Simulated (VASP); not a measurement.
# Ta in VASP: notebook

Runs on Ta. Level: PBEsol. Tasks: single point, relaxation of the atoms.

All numbers are computed with VASP 6.6.1; they aren't measurements. Logs are shortened: lines on timing, memory, paths and dates and some standing lists are left out, and cuts for length are marked.

### 1 The cell of the first run

The cell holds a slab with vacuum, 6 atoms: a = 4.639 Å, b = 4.639 Å, c = 18.735 Å, α = 90.00°, β = 90.00°, γ = 120.00°.

### 2 Single point, PBEsol

The input, INCAR:

```
PREC = Accurate ; ENCUT = 520
EDIFF = 1E-7 ; ISMEAR = 0
SIGMA = 0.1 ; LREAL = F
LASPH = T ; NELM = 100
ALGO = Normal ; ISIF = 2
LWAVE = F ; LCHARG = F
LDIPOL = T ; IDIPOL = 3
DIPOL = 0.5 0.5 0.495 ; GGA = PS
NBANDS = 42
```

The input, KPOINTS:

```
regular mesh
0
Gamma
  6 6 1
```

The input, POSCAR:

```
Ta
1.0
    4.6393552080      0.0000000000      0.0000000000
   -2.3196776040      4.0177994673      0.0000000000
    0.0000000000      0.0000000000     18.7350220813
Ta
6
Direct
    0.6666666667      0.3333333333      0.3736317988
    0.3333333333      0.6666666667      0.4241790793
    0.0000000000      0.0000000000      0.4747263598
    0.6666666667      0.3333333333      0.5221187681
    0.3333333333      0.6666666667      0.5662359689
    0.0000000000      0.0000000000      0.6108460401
```

Potentials or basis: VASP PAW PBE potentials, release 64 (Ta_pv).

The run is started by

```bash
$ cat potpaw_PBE.64/Ta_pv/POTCAR > POTCAR
$ mpirun -np 1 vasp_std > vasp.out
```

OUTCAR:

```text
PREC = Accurate
   ENCUT = 520
   EDIFF = 1E-7
   ISMEAR = 0
   LREAL = F
   LASPH = T
   NELM = 100
   ISIF = 2
   GGA = PS

 ion  position               nearest neighbor table
   1  0.667  0.333  0.374-   4 2.78   2 2.84   2 2.84   2 2.84   3 3.28   3 3.28   3 3.28
   2  0.333  0.667  0.424-   5 2.66   1 2.84   3 2.84   1 2.84   3 2.84   3 2.84   1 2.84   4 3.25
                             4 3.25   4 3.25
   3  0.000  0.000  0.475-   6 2.55   4 2.82   4 2.82   4 2.82   2 2.84   2 2.84   2 2.84   5 3.18
                             5 3.18   5 3.18   1 3.28   1 3.28   1 3.28
   4  0.667  0.333  0.522-   1 2.78   5 2.80   5 2.80   5 2.80   3 2.82   3 2.82   3 2.82   6 3.15
                             6 3.15   6 3.15   2 3.25   2 3.25   2 3.25
   5  0.333  0.667  0.566-   2 2.66   4 2.80   4 2.80   4 2.80   6 2.81   6 2.81   6 2.81   3 3.18
                             3 3.18   3 3.18
   6  0.000  0.000  0.611-   3 2.55   5 2.81   5 2.81   5 2.81   4 3.15   4 3.15   4 3.15

  LATTYP: Found a hexagonal cell.
 ALAT       =     4.6393552080
 C/A-ratio  =     4.0382814511

  Lattice vectors:

 A1 = (   4.6393552080,   0.0000000000,   0.0000000000)
 A2 = (  -2.3196776040,   4.0177994673,   0.0000000000)
 A3 = (   0.0000000000,   0.0000000000,  18.7350220813)

Analysis of symmetry for initial positions (statically):
=====================================================================
 Subroutine PRICEL returns:
 Original cell was already a primitive cell.

 Routine SETGRP: Setting up the symmetry group for a
 hexagonal supercell.

 Subroutine GETGRP returns: Found  6 space group operations
 (whereof  6 operations were pure point group operations)
 out of a pool of 24 trial point group operations.

The static configuration has the point symmetry C_3v.

Analysis of symmetry for dynamics (positions and initial velocities):
=====================================================================
 Subroutine PRICEL returns:
 Original cell was already a primitive cell.

 Routine SETGRP: Setting up the symmetry group for a
 hexagonal supercell.

 Subroutine GETGRP returns: Found  6 space group operations
 (whereof  6 operations were pure point group operations)
 out of a pool of 24 trial point group operations.

The dynamic configuration has the point symmetry C_3v.

 Subroutine INISYM returns: Found  6 space group operations
 (whereof  6 operations are pure point group operations),
 and found     1 'primitive' translations

----------------------------------------------------------------------------------------

                                     Primitive cell

  volume of cell :     349.2208

  direct lattice vectors                    reciprocal lattice vectors
     4.639355208  0.000000000  0.000000000     0.215547195  0.124446231  0.000000000
    -2.319677604  4.017799467  0.000000000     0.000000000  0.248892462  0.000000000
     0.000000000  0.000000000 18.735022081     0.000000000  0.000000000  0.053375971

  length of vectors
     4.639355208  4.639355208 18.735022081     0.248892462  0.248892462  0.053375971

  position of ions in fractional coordinates (direct lattice)
     0.666666667  0.333333333  0.373631799
     0.333333333  0.666666667  0.424179079
     0.000000000  0.000000000  0.474726360
     0.666666667  0.333333333  0.522118768
     0.333333333  0.666666667  0.566235969
     0.000000000  0.000000000  0.610846040

  ion indices of the primitive-cell ions
   primitive index   ion index
                 1           1
                 2           2
                 3           3
                 4           4
                 5           5
                 6           6

----------------------------------------------------------------------------------------

 KPOINTS: regular mesh

Automatic generation of k-mesh.
 Grid dimensions read from file:
 generate k-points for:    6    6    1

 Generating k-lattice:

  Cartesian coordinates                     Fractional coordinates (reciprocal lattice)
     0.035924532  0.020741038  0.000000000     0.166666667 -0.000000000  0.000000000
     0.000000000  0.041482077  0.000000000     0.000000000  0.166666667  0.000000000
     0.000000000  0.000000000  0.053375971     0.000000000  0.000000000  1.000000000

  Length of vectors
     0.041482077  0.041482077  0.053375971

  Shift w.r.t. Gamma in fractional coordinates (k-lattice)
     0.000000000  0.000000000  0.000000000

 Subroutine IBZKPT returns following result:
 ===========================================

 Found      7 irreducible k-points:

 Following reciprocal coordinates:
            Coordinates               Weight
  0.000000  0.000000  0.000000      1.000000
  0.166667  0.000000  0.000000      6.000000
  0.333333 -0.000000  0.000000      6.000000
  0.500000  0.000000  0.000000      3.000000
  0.166667  0.166667  0.000000      6.000000
  0.333333  0.166667  0.000000     12.000000
  0.333333  0.333333  0.000000      2.000000
   k-points           NKPTS =      7   k-points in BZ     NKDIM =      7   number of bands    NBANDS=     42
   number of dos      NEDOS =    301   number of ions     NIONS =      6
   total plane-waves  NPLWV = 181440
   dimension x,y,z NGX =    36 NGY =   36 NGZ =  140
   dimension x,y,z NGXF=    72 NGYF=   72 NGZF=  280
   ions per type =               6
   NGX,Y,Z   is equivalent  to a cutoff of  12.90, 12.90, 12.42 a.u.
   NGXF,Y,Z  is equivalent  to a cutoff of  25.80, 25.80, 24.85 a.u.
 SYSTEM =  unknown system
   PREC   = accura    normal or accurate (medium, high low for compatibility)
   ISTART =      0    job   : 0-new  1-cont  2-samecut
   ICHARG =      2    charge: 1-file 2-atom 10-const
   ISPIN  =      1    spin polarized calculation?
   LNONCOLLINEAR =      F non collinear calculations
   LSORBIT =      F    spin-orbit coupling
   LASPH  =      T    aspherical Exc in radial PAW
   ENCUT  =  520.0 eV  38.22 Ry    6.18 a.u.   8.63  8.63 34.83*2*pi/ulx,y,z
   NELM   =    100;   NELMIN=  2; NELMDL= -5     # of ELM steps
   EDIFF  = 0.1E-06   stopping-criterion for ELM
   LREAL  =      F    real-space projection
   EDIFFG = 0.1E-05   stopping-criterion for IOM
   NSW    =      0    number of steps for IOM
   IBRION =     -1    ionic relax: 0-MD 1-quasi-New 2-CG
   NFREE  =      0    steps in history (QN), initial steepest desc. (CG)
   ISIF   =      2    stress and relaxation
   ISYM   =      2    0-nonsym 1-usesym 2-fastsym
   POTIM  = 0.5000    time-step for ionic-motion
   TEBEG  =    0.0;   TEEND  =   0.0 temperature during run
   PSTRESS=    0.0 pullay stress
   NELECT =      66.0000    total number of electrons
   NUPDOWN=      -1.0000    fix difference up-down
   EMIN   =  10.00;   EMAX   =-10.00  energy-range for DOS
   EFERMI =   0.00;   METHOD = LEGACY
   ISMEAR =     0;   SIGMA  =   0.10  broadening in eV -4-tet -1-fermi 0-gaus
   EFERMI_NEDOS =   21; number of points for ismear=-14 and -15
   IALGO  =     38    algorithm
   IMIX   =      4    mixing-type and parameters
     AMIX     =   0.40;   BMIX     =  1.00
     AMIX_MAG =   1.60;   BMIX_MAG =  1.00
  volume/ion in A,a.u.               =      58.20       392.78
  Fermi-wavevector in a.u.,A,eV,Ry     =   0.939484  1.775368 12.008916  0.882630
  Thomas-Fermi vector in A             =   2.066801
   LORBIT       =      0    0 simple, 1 ext, 2 COOP (PROOUT), +10 PAW based schemes
   GGA     = PS    functional components
   LHFCALC =     F    Hartree Fock is set to
   AEXX    =    0.0000 exact exchange contribution
   IVDW    =     0    specifies the selected vdW correction
   LEPSILON=     F    determine dielectric tensor
   LRPA    =     F    only Hartree local field effects (RPA)
 non-spin polarized calculation
 Gauss-broadening in eV      SIGMA  =   0.10
  energy-cutoff  :      520.00
  volume of cell :      349.22
 maximum number of plane-waves:      9447
 NGX is ok and might be reduce to    36
   NGX = 17   NGY = 17   NGZ = 69

 dipolmoment           0.000000      0.000000     -0.003755 electrons x Angstroem

 number of electron      66.0000006 magnetization

 dipolmoment           0.000000      0.000000      0.018325 electrons x Angstroem

 Free energy of the ion-electron system (eV)
  ---------------------------------------------------
  ext. energy  EPLUGINS =         0.00000000
  ---------------------------------------------------
  free energy    TOTEN  =       -67.99861261 eV

  energy without entropy =      -67.97279921  energy(sigma->0) =      -67.98570591

 E-fermi :  -0.6873     XC(G=0):  -5.0788

 val. band max:       -0.7072669220   @ k =   0.3333   0.3333   0.0000
 cond. band min:      -0.6657995234   @ k =   0.3333   0.3333   0.0000
 fundamental gap:      0.0414673986
 Fermi energy:        -0.6872737913

 k-point     1 :       0.0000    0.0000    0.0000
  band No.  band energies     occupation
      1     -35.3408      2.00000
      2     -35.2411      2.00000
      3     -35.0055      2.00000
      4     -35.0055      2.00000
      5     -34.8593      2.00000
      6     -34.8593      2.00000
[... 34 lines left out ...]
     41       1.9242      0.00000
     42       1.9242      0.00000

 k-point     2 :       0.1667    0.0000    0.0000
  band No.  band energies     occupation
      1     -35.3497      2.00000
      2     -35.2555      2.00000
      3     -35.0520      2.00000
      4     -35.0214      2.00000
      5     -34.9374      2.00000
      6     -34.9080      2.00000
[... 34 lines left out ...]
     41       1.7995      0.00000
     42       1.8809      0.00000

 k-point     3 :       0.3333   -0.0000    0.0000
  band No.  band energies     occupation
      1     -35.3699      2.00000
      2     -35.2888      2.00000
      3     -35.1399      2.00000
      4     -35.0044      2.00000
      5     -34.9776      2.00000
      6     -34.8958      2.00000
[... 132 lines left out ...]
      4     -35.0083      2.00000
      5     -34.9766      2.00000
      6     -34.8866      2.00000
[... 34 lines left out ...]
     41       1.4205      0.00000
     42       1.6659      0.00000

 k-point     7 :       0.3333    0.3333    0.0000
  band No.  band energies     occupation
      1     -35.3743      2.00000
      2     -35.3433      2.00000
      3     -35.0569      2.00000
      4     -34.9830      2.00000
      5     -34.9725      2.00000
      6     -34.9450      2.00000
[... 34 lines left out ...]
     41       1.3329      0.00000
     42       1.3964      0.00000

------------------------ aborting loop because EDIFF is reached ----------------------------------------

 vacuum level on the upper side and lower side of the slab       (xc-potential included)        -0.046        -0.204

  FORCE on cell =-STRESS in cart. coord.  units (eV):
  Direction    XX          YY          ZZ          XY          YZ          ZX
  --------------------------------------------------------------------------------------
  -------------------------------------------------------------------------------------
  Total       -5.4859268     -5.4859268     -3.6530112      0.0000000      0.0000000     -0.0000000
  in kB      -25.1686836    -25.1686836    -16.7595170      0.0000000      0.0000000     -0.0000000
  external PRESSURE =     -22.3656280 kB  Pullay stress =       0.0000000 kB

 VOLUME and BASIS-vectors are now :
 -----------------------------------------------------------------------------
  energy-cutoff  :      520.00
  volume of cell :      349.22
      direct lattice vectors                 reciprocal lattice vectors
     4.639355208  0.000000000  0.000000000     0.215547195  0.124446231  0.000000000
    -2.319677604  4.017799467  0.000000000     0.000000000  0.248892462  0.000000000
     0.000000000  0.000000000 18.735022081     0.000000000  0.000000000  0.053375971

 POSITION                                       TOTAL-FORCE (eV/Angst)
 -----------------------------------------------------------------------------------
      2.31968      1.33927      7.00000         0.000000     -0.000000      2.025279
     -0.00000      2.67853      7.94700        -0.000000     -0.000000     -0.179309
      0.00000      0.00000      8.89401        -0.000000     -0.000000     -1.859700
      2.31968      1.33927      9.78191         0.000000     -0.000000     -0.011212
     -0.00000      2.67853     10.60844        -0.000000      0.000000      0.005781
      0.00000      0.00000     11.44421        -0.000000     -0.000000      0.019160
 -----------------------------------------------------------------------------------
    total drift:                               -0.000000      0.000000     -0.000060

  FREE ENERGIE OF THE ION-ELECTRON SYSTEM (eV)
  ---------------------------------------------------
  free  energy   TOTEN  =       -67.9986126101 eV

  energy  without entropy=      -67.9727992064  energy(sigma->0) =      -67.98570591

 vacuum level on the upper side and lower side of the slab         2.876         2.707
```

Run time: 3.2 min. Hardware: 1 thread of Intel Xeon Platinum 8488C (Sapphire Rapids), shared host; peak memory 0.43 GiB.

Results:

* Free energy: -67.9986 eV
* Largest force: 2.025 eV/Å

Forces in eV/Å, atoms in the order of the input:
```
Ta   0.000  0.000  2.025
Ta   0.000  0.000 -0.179
Ta   0.000  0.000 -1.860
Ta   0.000  0.000 -0.011
Ta   0.000  0.000  0.006
Ta   0.000  0.000  0.019
```

Caveat: the PAW data sets were made with another functional, which shifts forces and pressure a little; spin-orbit coupling is left out, which moves the levels of the heavy elements.

### 3 Relaxation of the atoms, PBEsol

The input, INCAR:

```
SYSTEM = Ta
PREC = Accurate
ENCUT = 520
EDIFF = 1E-7
ISMEAR = 0
SIGMA = 0.1
LREAL = .False.
LASPH = .True.
NELM = 100
ALGO = Normal
ISIF = 2
LWAVE = .False.
LCHARG = .False.
LDIPOL = .True.
IDIPOL = 3
DIPOL = 0.5 0.5 0.500
GGA = PS
IBRION = 2
NSW = 70
EDIFFG = -0.03
```

The input, KPOINTS:

```
regular mesh
0
Gamma
  6 6 1
  0 0 0
```

The input, POSCAR:

```
Ta
1.0
    4.6393552080      0.0000000000      0.0000000000
   -2.3196776040      4.0177994673      0.0000000000
    0.0000000000      0.0000000000     18.7350220813
Ta
6
Selective dynamics
Direct
    0.6666666667      0.3333333333      0.3736317988  F F F
    0.3333333333      0.6666666667      0.4241790793  F F F
    0.0000000000      0.0000000000      0.4747263598  F F F
    0.6666666667      0.3333333333      0.5252736402  T T T
    0.3333333333      0.6666666667      0.5758209207  T T T
    0.0000000000      0.0000000000      0.6263682012  T T T
```

Potentials or basis: VASP PAW PBE potentials, release 64 (Ta_pv).

The run is started by

```bash
$ cat potpaw_PBE.64/Ta_pv/POTCAR > POTCAR
$ mpirun -np 1 vasp_std > vasp.out
```

OUTCAR:

```text
SYSTEM = Ta
   PREC = Accurate
   ENCUT = 520
   EDIFF = 1E-7
   ISMEAR = 0
   LREAL = .False.
   LASPH = .True.
   NELM = 100
   ISIF = 2
   GGA = PS
   IBRION = 2
   NSW = 70
   EDIFFG = -0.03

 ion  position               nearest neighbor table
   1  0.667  0.333  0.374-   4 2.84   2 2.84   2 2.84   2 2.84   3 3.28   3 3.28   3 3.28
   2  0.333  0.667  0.424-   5 2.84   1 2.84   3 2.84   1 2.84   3 2.84   3 2.84   1 2.84   4 3.28
                             4 3.28   4 3.28
   3  0.000  0.000  0.475-   6 2.84   4 2.84   4 2.84   4 2.84   2 2.84   2 2.84   2 2.84   5 3.28
                             5 3.28   5 3.28   1 3.28   1 3.28   1 3.28
   4  0.667  0.333  0.525-   1 2.84   3 2.84   3 2.84   3 2.84   5 2.84   5 2.84   5 2.84   2 3.28
[... 531 lines left out ...]
  energy without entropy =      -67.97280136  energy(sigma->0) =      -67.98569267

 E-fermi :  -0.6884     XC(G=0):  -5.0671

 val. band max:       -0.7081893235   @ k =   0.3333   0.3333   0.0000
 cond. band min:      -0.6656274012   @ k =   0.3333   0.3333   0.0000
 fundamental gap:      0.0425619222
 Fermi energy:        -0.6883510361

 k-point     1 :       0.0000    0.0000    0.0000
  band No.  band energies     occupation
      1     -35.3417      2.00000
      2     -35.2408      2.00000
      3     -35.0066      2.00000
      4     -35.0066      2.00000
      5     -34.8606      2.00000
      6     -34.8606      2.00000
[... 283 lines left out ...]
     38       0.6526      0.00000
     39       0.6971      0.00000

------------------------ aborting loop because EDIFF is reached ----------------------------------------

 vacuum level on the upper side and lower side of the slab       (xc-potential included)         0.069        -0.232

  FORCE on cell =-STRESS in cart. coord.  units (eV):
  Direction    XX          YY          ZZ          XY          YZ          ZX
  --------------------------------------------------------------------------------------
  -------------------------------------------------------------------------------------
  Total       -5.5232972     -5.5232972     -3.7081629      0.0000000      0.0000000     -0.0000000
  in kB      -25.3401337    -25.3401337    -17.0125454      0.0000000      0.0000000     -0.0000000
  external PRESSURE =     -22.5642709 kB  Pullay stress =       0.0000000 kB
[... 21 lines left out ...]
  FREE ENERGIE OF THE ION-ELECTRON SYSTEM (eV)
  ---------------------------------------------------
  free  energy   TOTEN  =       -67.9985839743 eV

  energy  without entropy=      -67.9728013566  energy(sigma->0) =      -67.98569267

 reached required accuracy - stopping structural energy minimisation

 vacuum level on the upper side and lower side of the slab         2.990         2.693
```

OSZICAR:

```text
N       E                     dE             d eps       ncg     rms          rms(c)
DAV:   1     0.498379182514E+03    0.49838E+03   -0.36918E+04   722   0.144E+03
DAV:   2    -0.486855531474E+02   -0.54706E+03   -0.53712E+03   642   0.366E+02
DAV:   3    -0.738821096838E+02   -0.25197E+02   -0.23969E+02   700   0.651E+01
[... 158 lines left out ...]
DAV:   5    -0.679985968679E+02    0.33710E-05   -0.28484E-04   742   0.122E-01    0.280E-02
DAV:   6    -0.679985857395E+02    0.11128E-04   -0.11014E-04   757   0.710E-02    0.956E-03
DAV:   7    -0.679985844961E+02    0.12435E-05   -0.15013E-05   732   0.256E-02    0.549E-03
DAV:   8    -0.679985839876E+02    0.50845E-06   -0.41332E-06   741   0.157E-02    0.277E-03
DAV:   9    -0.679985839743E+02    0.13328E-07   -0.89091E-07   692   0.702E-03
   9 F= -.67998584E+02 E0= -.67985693E+02  d E =-.257961E-03
```

Run time: 15 min. Hardware: 1 thread of Intel Xeon Platinum 8375C at 2.90GHz (Ice Lake), shared host; peak memory 0.49 GiB.

Results:

| Property | Result |
| --- | --- |
| Free energy | -67.9986 eV |
| Energy gained by relaxing | 74.8 meV/atom |
| Ionic steps | 9 |

The path:
| step | energy change (eV) | largest force on free atoms (eV/Å) | pressure (GPa) |
| --- | --- | --- | --- |
| 1 | 0.0000 | 2.4209 | -5.09 |
| 2 | -0.2558 | 1.5576 | -4.37 |
| 3 | -0.3880 | 0.7885 | -3.22 |
| 4 | -0.4197 | 0.3958 | -2.91 |
| 5 | -0.4293 | 0.5256 | -2.58 |
| 6 | -0.4446 | 0.2372 | -2.44 |
| 7 | -0.4485 | 0.0926 | -2.32 |
| 8 | -0.4485 | 0.0901 | -2.32 |
| 9 | -0.4487 | 0.0294 | -2.26 |

Final structure:
```
Ta
1.0
     4.63936    0.00000    0.00000
    -2.31968    4.01780    0.00000
     0.00000    0.00000   18.73502
Ta
6
Direct
  0.66667 0.33333 0.37363
  0.33333 0.66667 0.42418
  0.00000 0.00000 0.47473
  0.66667 0.33333 0.52211
  0.33333 0.66667 0.56641
  0.00000 0.00000 0.61087
```

Caveat: the PAW data sets were made with another functional, which shifts forces and pressure a little; spin-orbit coupling is left out, which moves the levels of the heavy elements.
